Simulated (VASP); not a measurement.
# LiF (Fm-3m) in VASP: notebook

The runs below take LiF through single point, with LDA.

Everything below comes from runs of VASP 6.6.1. Logs are shortened: lines on timing, memory, paths and dates and some standing lists are left out, and cuts for length are marked.

## (1) The cell of the first run

Symmetry: Fm-3m, No. 225, cubic system. Conventional cell: a = 3.946 Å, b = 3.946 Å, c = 3.946 Å, α = 90.00°, β = 90.00°, γ = 90.00°. Li (site symmetry m-3m) has 6 F at 1.97 Å within 2.6 Å. F (site symmetry m-3m) has 6 Li at 1.97 Å within 2.6 Å.

## (2) Single point, LDA (volume scaled by 0.94)

The input, INCAR:

```
ALGO = Normal ; EDIFF = 1E-7
ENCUT = 520 ; GGA = CA
ISIF = 2 ; ISMEAR = -1
LASPH = T ; LCHARG = F
LREAL = F ; LWAVE = F
NBANDS = 12 ; NELM = 60
PREC = Accurate ; SIGMA = 0.03
```

The input, KPOINTS:

```
k-points
0
Gamma
  10 10 10
```

The input, POSCAR:

```
LiF
1.0
    0.0000000000      1.9728864230      1.9728864230
    1.9728864230      0.0000000000      1.9728864230
    1.9728864230      1.9728864230      0.0000000000
Li F
1 1
Direct
    0.0000000000      0.0000000000      0.0000000000
    0.5000000000      0.5000000000      0.5000000000
```

Potentials or basis: VASP PAW LDA potentials, release 64 (Li_sv, F).

On the command line:

```sh
cat potpaw_LDA.64/Li_sv/POTCAR potpaw_LDA.64/F/POTCAR > POTCAR
mpirun -np 1 vasp_std > vasp.out
```

OUTCAR:

```text
EDIFF = 1E-7
   ENCUT = 520
   GGA = CA
   ISIF = 2
   ISMEAR = -1
   LASPH = T
   LREAL = F
   NELM = 60
   PREC = Accurate

 ion  position               nearest neighbor table
   1  0.000  0.000  0.000-   2 1.97   2 1.97   2 1.97   2 1.97   2 1.97   2 1.97
   2  0.500  0.500  0.500-   1 1.97   1 1.97   1 1.97   1 1.97   1 1.97   1 1.97

  LATTYP: Found a face centered cubic cell.
 ALAT       =     3.9457728460

  Lattice vectors:

 A1 = (   0.0000000000,   1.9728864230,   1.9728864230)
 A2 = (   1.9728864230,   0.0000000000,   1.9728864230)
 A3 = (   1.9728864230,   1.9728864230,   0.0000000000)

Analysis of symmetry for initial positions (statically):
=====================================================================
 Subroutine PRICEL returns:
 Original cell was already a primitive cell.

 Routine SETGRP: Setting up the symmetry group for a
 face centered cubic supercell.

 Subroutine GETGRP returns: Found 48 space group operations
 (whereof 48 operations were pure point group operations)
 out of a pool of 48 trial point group operations.

The static configuration has the point symmetry O_h .

Analysis of symmetry for dynamics (positions and initial velocities):
=====================================================================
 Subroutine PRICEL returns:
 Original cell was already a primitive cell.

 Routine SETGRP: Setting up the symmetry group for a
 face centered cubic supercell.

 Subroutine GETGRP returns: Found 48 space group operations
 (whereof 48 operations were pure point group operations)
 out of a pool of 48 trial point group operations.

The dynamic configuration has the point symmetry O_h .

 Subroutine INISYM returns: Found 48 space group operations
 (whereof 48 operations are pure point group operations),
 and found     1 'primitive' translations

----------------------------------------------------------------------------------------

                                     Primitive cell

  volume of cell :      15.3581

  direct lattice vectors                    reciprocal lattice vectors
     0.000000000  1.972886423  1.972886423    -0.253435775  0.253435775  0.253435775
     1.972886423  0.000000000  1.972886423     0.253435775 -0.253435775  0.253435775
     1.972886423  1.972886423  0.000000000     0.253435775  0.253435775 -0.253435775

  length of vectors
     2.790082736  2.790082736  2.790082736     0.438963639  0.438963639  0.438963639

  position of ions in fractional coordinates (direct lattice)
     0.000000000  0.000000000  0.000000000
     0.500000000  0.500000000  0.500000000

  ion indices of the primitive-cell ions
   primitive index   ion index
                 1           1
                 2           2

----------------------------------------------------------------------------------------

 KPOINTS: k-points

Automatic generation of k-mesh.
 Grid dimensions read from file:
 generate k-points for:   10   10   10

 Generating k-lattice:

  Cartesian coordinates                     Fractional coordinates (reciprocal lattice)
    -0.025343578  0.025343578  0.025343578     0.100000000  0.000000000  0.000000000
     0.025343578 -0.025343578  0.025343578     0.000000000  0.100000000  0.000000000
     0.025343578  0.025343578 -0.025343578     0.000000000  0.000000000  0.100000000

  Length of vectors
     0.043896364  0.043896364  0.043896364

  Shift w.r.t. Gamma in fractional coordinates (k-lattice)
     0.000000000  0.000000000  0.000000000

 Subroutine IBZKPT returns following result:
 ===========================================

 Found     47 irreducible k-points:

 Following reciprocal coordinates:
            Coordinates               Weight
  0.000000  0.000000  0.000000      1.000000
  0.100000  0.000000  0.000000      8.000000
  0.200000  0.000000  0.000000      8.000000
  0.300000  0.000000  0.000000      8.000000
  0.400000  0.000000  0.000000      8.000000
  0.500000  0.000000  0.000000      4.000000
[... 16 lines left out ...]
  0.300000  0.300000  0.000000      6.000000
  0.400000  0.300000  0.000000     24.000000
 [... further k-points ...]
   k-points           NKPTS =     47   k-points in BZ     NKDIM =     47   number of bands    NBANDS=     12
   number of dos      NEDOS =    301   number of ions     NIONS =      2
   total plane-waves  NPLWV =  13824
   dimension x,y,z NGX =    24 NGY =   24 NGZ =   24
   dimension x,y,z NGXF=    48 NGYF=   48 NGZF=   48
   ions per type =               1   1
   NGX,Y,Z   is equivalent  to a cutoff of  14.30, 14.30, 14.30 a.u.
   NGXF,Y,Z  is equivalent  to a cutoff of  28.60, 28.60, 28.60 a.u.
 SYSTEM =  unknown system
   PREC   = accura    normal or accurate (medium, high low for compatibility)
   ISTART =      0    job   : 0-new  1-cont  2-samecut
   ICHARG =      2    charge: 1-file 2-atom 10-const
   ISPIN  =      1    spin polarized calculation?
   LNONCOLLINEAR =      F non collinear calculations
   LSORBIT =      F    spin-orbit coupling
   LASPH  =      T    aspherical Exc in radial PAW
   ENCUT  =  520.0 eV  38.22 Ry    6.18 a.u.   5.19  5.19  5.19*2*pi/ulx,y,z
   NELM   =     60;   NELMIN=  2; NELMDL= -5     # of ELM steps
   EDIFF  = 0.1E-06   stopping-criterion for ELM
   LREAL  =      F    real-space projection
   EDIFFG = 0.1E-05   stopping-criterion for IOM
   NSW    =      0    number of steps for IOM
   IBRION =     -1    ionic relax: 0-MD 1-quasi-New 2-CG
   NFREE  =      0    steps in history (QN), initial steepest desc. (CG)
   ISIF   =      2    stress and relaxation
   ISYM   =      2    0-nonsym 1-usesym 2-fastsym
   POTIM  = 0.5000    time-step for ionic-motion
   TEBEG  =    0.0;   TEEND  =   0.0 temperature during run
   PSTRESS=    0.0 pullay stress
   NELECT =      10.0000    total number of electrons
   NUPDOWN=      -1.0000    fix difference up-down
   EMIN   =  10.00;   EMAX   =-10.00  energy-range for DOS
   EFERMI =   0.00;   METHOD = LEGACY
   ISMEAR =    -1;   SIGMA  =   0.03  broadening in eV -4-tet -1-fermi 0-gaus
   EFERMI_NEDOS =   21; number of points for ismear=-14 and -15
   IALGO  =     38    algorithm
   IMIX   =      4    mixing-type and parameters
     AMIX     =   0.40;   BMIX     =  1.00
     AMIX_MAG =   1.60;   BMIX_MAG =  1.00
  volume/ion in A,a.u.               =       7.68        51.82
  Fermi-wavevector in a.u.,A,eV,Ry     =   1.418936  2.681400 27.393682  2.013379
  Thomas-Fermi vector in A             =   2.540009
   LORBIT       =      0    0 simple, 1 ext, 2 COOP (PROOUT), +10 PAW based schemes
   GGA     = CA    functional components
   LHFCALC =     F    Hartree Fock is set to
   AEXX    =    0.0000 exact exchange contribution
   IVDW    =     0    specifies the selected vdW correction
   LEPSILON=     F    determine dielectric tensor
   LRPA    =     F    only Hartree local field effects (RPA)
 non-spin polarized calculation
  energy-cutoff  :      520.00
  volume of cell :       15.36
 maximum number of plane-waves:       424
 NGX is ok and might be reduce to    24
   NGX = 11   NGY = 11   NGZ = 11

 number of electron      10.0000003 magnetization

 Free energy of the ion-electron system (eV)
  ---------------------------------------------------
  ext. energy  EPLUGINS =         0.00000000
  ---------------------------------------------------
  free energy    TOTEN  =       -10.49788403 eV

  energy without entropy =      -10.49788403  energy(sigma->0) =      -10.49788403

 E-fermi :  -0.2672     XC(G=0): -10.9821

 val. band max:       -0.9008528152   @ k =   0.0000   0.0000   0.0000
 cond. band min:       8.5115334947   @ k =   0.0000   0.0000   0.0000
 fundamental gap:      9.4123863099
 Fermi energy:        -0.2671879535

 k-point     1 :       0.0000    0.0000    0.0000
  band No.  band energies     occupation
      1     -40.5388      2.00000
      2     -20.6455      2.00000
      3      -0.9009      2.00000
      4      -0.9009      2.00000
      5      -0.9009      2.00000
      6       8.5115      0.00000
      7      23.3569      0.00000
      8      23.3569      0.00000
      9      23.3569      0.00000
     10      23.6127      0.00000
     11      23.6127      0.00000
     12      23.6127      0.00000

 k-point     2 :       0.1000    0.0000    0.0000
  band No.  band energies     occupation
      1     -40.5302      2.00000
      2     -20.6018      2.00000
      3      -1.2146      2.00000
      4      -0.9265      2.00000
      5      -0.9265      2.00000
      6       8.7934      0.00000
      7      20.5093      0.00000
      8      22.0096      0.00000
      9      22.0096      0.00000
     10      24.7238      0.00000
     11      24.7238      0.00000
     12      24.8153      0.00000

 k-point     3 :       0.2000    0.0000    0.0000
  band No.  band energies     occupation
      1     -40.5077      2.00000
      2     -20.4839      2.00000
      3      -1.9692      2.00000
      4      -0.9922      2.00000
      5      -0.9922      2.00000
      6       9.3881      0.00000
      7      18.0119      0.00000
      8      20.4398      0.00000
      9      20.4398      0.00000
     10      25.8624      0.00000
     11      26.1281      0.00000
     12      26.1281      0.00000
[... 286 lines left out ...]
 k-point    23 :       0.3000    0.3000    0.0000
  band No.  band energies     occupation
      1     -40.4637      2.00000
      2     -20.1590      2.00000
      3      -3.0161      2.00000
      4      -1.6520      2.00000
      5      -1.6520      2.00000
      6      11.6423      0.00000
      7      16.9310      0.00000
      8      18.3680      0.00000
      9      19.7139      0.00000
     10      19.7139      0.00000
     11      34.3612      0.00000
     12      34.7256      0.00000

 k-point    24 :       0.4000    0.3000    0.0000
  band No.  band energies     occupation
      1     -40.4471      2.00000
      2     -20.0259      2.00000
      3      -3.4947      2.00000
      4      -1.8891      2.00000
      5      -1.7625      2.00000
      6      12.4259      0.00000
      7      15.8207      0.00000
      8      17.9096      0.00000
      9      19.4600      0.00000
     10      20.5488      0.00000
     11      34.1380      0.00000
     12      34.7267      0.00000

 [... further k-points ...]
[... 5 lines left out ...]
  --------------------------------------------------------------------------------------
  -------------------------------------------------------------------------------------
  Total       -0.2457931     -0.2457931     -0.2457931      0.0000000      0.0000000     -0.0000000
  in kB      -25.6415345    -25.6415345    -25.6415345      0.0000000      0.0000000     -0.0000000
  external PRESSURE =     -25.6415345 kB  Pullay stress =       0.0000000 kB

 VOLUME and BASIS-vectors are now :
 -----------------------------------------------------------------------------
  energy-cutoff  :      520.00
  volume of cell :       15.36
      direct lattice vectors                 reciprocal lattice vectors
     0.000000000  1.972886423  1.972886423    -0.253435775  0.253435775  0.253435775
     1.972886423  0.000000000  1.972886423     0.253435775 -0.253435775  0.253435775
     1.972886423  1.972886423  0.000000000     0.253435775  0.253435775 -0.253435775

 POSITION                                       TOTAL-FORCE (eV/Angst)
 -----------------------------------------------------------------------------------
      0.00000      0.00000      0.00000         0.000000     -0.000000     -0.000000
      1.97289      1.97289      1.97289        -0.000000      0.000000      0.000000
 -----------------------------------------------------------------------------------
    total drift:                               -0.000000     -0.000000      0.000000

  FREE ENERGIE OF THE ION-ELECTRON SYSTEM (eV)
  ---------------------------------------------------
  free  energy   TOTEN  =       -10.4978840257 eV

  energy  without entropy=      -10.4978840257  energy(sigma->0) =      -10.49788403
```

Wall time 8.1 s (1 thread of Intel Xeon 8259CL, shared host); peak memory 0.12 GiB.

Results:

```yaml
Free_energy: -10.4979 eV
Band_gap_on_the_k_mesh: 9.41 eV, direct
```

Levels at points of the mesh, in eV from the valence-band top:
```csv
k point,band 3,band 4,band 5,band 6,band 7,band 8
"(0.00, 0.00, 0.00)",0.00,0.00,0.00,9.41,24.26,24.26
"(0.50, 0.00, 0.00)",-2.77,-0.25,-0.25,10.69,17.12,18.89
"(0.50, 0.50, 0.00)",-3.40,-1.13,-1.13,15.00,16.31,17.90
```

Caveat: the cutoff is under 1.25 times the usual one of these potentials, so pressure, stress and relaxed cells hold a basis-set (Pulay) error. A k mesh can miss the band edges.

## (3) Single point, LDA (volume scaled by 0.98)

The input, INCAR:

```
PREC     = Accurate       # precision mode
ENCUT    = 520            # plane-wave cutoff, eV
EDIFF    = 1E-6           # SCF threshold, eV
ISMEAR   = -1             # smearing method
SIGMA    = 0.03           # smearing width, eV
LREAL    = False          # projectors in reciprocal space
LASPH    = True           # aspherical terms in the spheres
NELM     = 60             # most SCF steps
ALGO     = Normal         # electronic algorithm
ISIF     = 2              # what is computed and relaxed
LWAVE    = False          # write WAVECAR
LCHARG   = False          # write CHGCAR
NBANDS   = 12             # bands
```

The input, KPOINTS:

```
Automatic mesh
0
Gamma
  10 10 10
```

The input, POSCAR:

```
LiF
1.0
    0.0000000000      2.0004828142      2.0004828142
    2.0004828142      0.0000000000      2.0004828142
    2.0004828142      2.0004828142      0.0000000000
Li F
1 1
Direct
    0.0000000000      0.0000000000      0.0000000000
    0.5000000000      0.5000000000      0.5000000000
```

Potentials or basis: VASP PAW LDA potentials, release 64 (Li_sv, F).

On the command line:

```sh
cat potpaw_LDA.64/Li_sv/POTCAR potpaw_LDA.64/F/POTCAR > POTCAR
mpirun -np 1 vasp_std > vasp.out
```

It took 8 s on 1 thread of Intel Xeon 8259CL, shared host; peak memory 0.12 GiB.

The run converged. Its results:

- Free energy: -10.4833 eV
- Band gap on the k mesh: 9.02 eV, direct

Levels at points of the mesh, in eV from the valence-band top:
```
           k point  band 3  band 4  band 5  band 6  band 7  band 8
(0.00, 0.00, 0.00)    0.00    0.00    0.00    9.02   23.72   23.72
(0.50, 0.00, 0.00)   -2.64   -0.24   -0.24   10.47   16.61   18.57
(0.50, 0.50, 0.00)   -3.21   -1.06   -1.06   14.60   16.12   17.38
```

Caveat: the cutoff is under 1.25 times the usual one of these potentials, so pressure, stress and relaxed cells hold a basis-set (Pulay) error.

[end of part 1 of 2]
